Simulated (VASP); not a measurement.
Al4N3 (a cell with a defect): single point with PBE

The system is Al4N3 (a cell with a defect).

```xyz
7
Lattice="0.0000 -4.4032 0.0000 0.0000 0.0000 -4.4032 4.4032 0.0000 0.0000" Properties=species:S:1:pos:R:3 pbc="T T T"
Al    0.0664   -0.0664   -0.0664
Al    2.1352   -2.1352   -0.0664
Al    2.1352   -0.0664   -2.1352
Al    0.0664   -2.1352   -2.1352
N     1.1008   -1.1008   -3.3024
N     1.1008   -3.3024   -1.1008
N     3.3024   -1.1008   -1.1008
```

```json
{"Program": "VASP 6.6.1", "Task": "single point", "Functional": "PBE", "Potentials or basis": "VASP PAW PBE potentials, release 64 (Al, N)", "Cutoff": "520 eV", "k mesh": "3 × 3 × 3", "Occupations": "gaussian, width 0.01 eV", "Spin": "collinear spin, ferromagnetic start", "Starting moments": "[0.25, 0.25, 0.25, 0.25, 0.0, 0.0, 0.0] μB"}
```

The largest force is 0.021 eV/Å and the net moment is 0.11 μB per cell. The valence electrons inside the program's atomic spheres are Al 0.72; N 3.79.

Forces on the atoms (eV/Å):
```
Al   0.012 -0.012 -0.012
Al  -0.012  0.012 -0.012
Al  -0.012 -0.012  0.012
Al   0.012  0.012  0.012
N    0.000  0.000  0.000
N    0.000  0.000  0.000
N    0.000  0.000  0.000
```

Levels at points of the mesh, in eV from the Fermi level:
Spin up:
```csv
k point,band 10,band 11,band 12,band 13,band 14,band 15,band 16,band 17
"(0.00, 0.00, 0.00)",-2.05,-1.65,-1.65,-1.65,2.14,3.66,3.66,6.41
```
Spin down:
```tsv
k point	band 9	band 10	band 11	band 12	band 13	band 14	band 15	band 16
(0.00, 0.00, 0.00)	-2.35	-1.94	-1.64	-1.64	-1.64	2.16	3.71	3.71
```

Wall time 25 s on 1 thread of Intel(R) Xeon(R) Platinum 8488C (Sapphire Rapids), with other jobs on the host, peak memory 0.22 GiB.

Caveat: the k points lie up to 0.48 Å⁻¹ apart; the cell carries a net charge on a neutralising background, which shifts energy and pressure; the cell is charged against a uniform background, so pressure and absolute levels hang on convention.
